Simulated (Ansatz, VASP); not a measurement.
One calculation of MgS, two programs

INCAR

```
SYSTEM = MgS
PREC = Accurate
ENCUT = 520
EDIFF = 1E-6
ISMEAR = 0
SIGMA = 0.01
LREAL = .FALSE.
LASPH = .TRUE.
NELM = 80
ALGO = Normal
ISIF = 2
LWAVE = .FALSE.
LCHARG = .FALSE.
GGA = PE
NBANDS = 11
```

The input KPOINTS:

```
regular mesh
0
G
  8 8 8
  0 0 0
```

Contents of POSCAR:

```
MgS
1.0
    0.0000000000      2.6407043832      2.6407043832
    2.6407043832      0.0000000000      2.6407043832
    2.6407043832      2.6407043832      0.0000000000
Mg S
1 1
Direct
    0.0000000000      0.0000000000      0.0000000000
    0.5000000000      0.5000000000      0.5000000000
```

Input for Ansatz:

```yaml
crystal:
  lattice:
    - [0.0, 2.6407043832, 2.6407043832]
    - [2.6407043832, 0.0, 2.6407043832]
    - [2.6407043832, 2.6407043832, 0.0]
  atoms:
    - { symbol: Mg, position: [0.0, 0.0, 0.0] }
    - { symbol: S, position: [0.5, 0.5, 0.5] }
kpoints:
  mp_grid: { grid: [8, 8, 8] }
hamiltonian:
  xc: pbe
scf:
  occupations: { method: fixed }
  n_extra_bands: 4
output:
  forces: true
  stress: true
  eigenvalues: true
```

Alike in both runs: task single point; functional PBE; k mesh 8 × 8 × 8; no spin polarisation.

|  | VASP | Ansatz |
| --- | --- | --- |
| version | VASP 6.6.1 | Ansatz 0.2.0 |
| potentials or method | VASP PAW PBE potentials, release 64 (Mg, S) | plane waves, PAW |
| plane-wave cutoff (eV) | 520 | 420 |
| occupations | gaussian, width 0.01 eV | fixed |
| valence electrons in the cell | 8 | 16 |

|  | VASP | Ansatz | Ansatz less VASP |
| --- | --- | --- | --- |
| gap on the k mesh at the Fermi level (eV) | 2.68 | 2.69 | +0.017 |
| pressure (GPa) | -2.3 | -2.1 | +0.29 |

VASP's potentials hold 8 valence electrons a cell and Ansatz's 16, so a difference there can come from the potentials and not from the codes.
